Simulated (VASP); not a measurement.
Runs of VASP 6.6.1 on CdS. The structure is that of space group P6_3mc (No. 186), or close to it. The cells are those of the table. 

```tsv
task	cell	gap on the mesh (eV)	pressure (GPa)	largest force (eV/Å)
single point	a = 4.135, b = 4.135, c = 6.614 Å, angles 90.0, 90.0, 120.0°, 4 atoms	(b)	1.0	0.13
single point	a = 4.011, b = 4.011, c = 6.749 Å, angles 90.0, 90.0, 120.0°, 4 atoms	(a)	4.4	0.55
single point	a = 4.135, b = 4.153, c = 6.749 Å, angles 90.2, 90.6, 120.4°, 4 atoms	1.07	-0.2	0.29
single point	a = 4.135, b = 4.135, c = 6.884 Å, angles 90.0, 90.0, 120.0°, 4 atoms	1.03	-1.1	0.33
electric field gradients	a = 4.135, b = 4.117, c = 6.749 Å, angles 89.8, 89.4, 119.6°, 4 atoms	1.07	-0.2	0.28
```

Alike in all rows: level PBEsol; potentials or basis VASP PAW PBE potentials, release 64 (Cd, S); no spin polarisation; k mesh 7 × 7 × 4; cutoff (eV) 520; smearing fermi-dirac 0.01 eV.

Q: Fill in the values left out.

A: (a) 1.18; (b) 1.15.

Caveats: the PAW data sets were made with another functional, which shifts forces and pressure a little; the cell stands under pressure (at least some runs).

A k mesh can miss the band edges, and the runs leave out spin-orbit coupling on Cd.
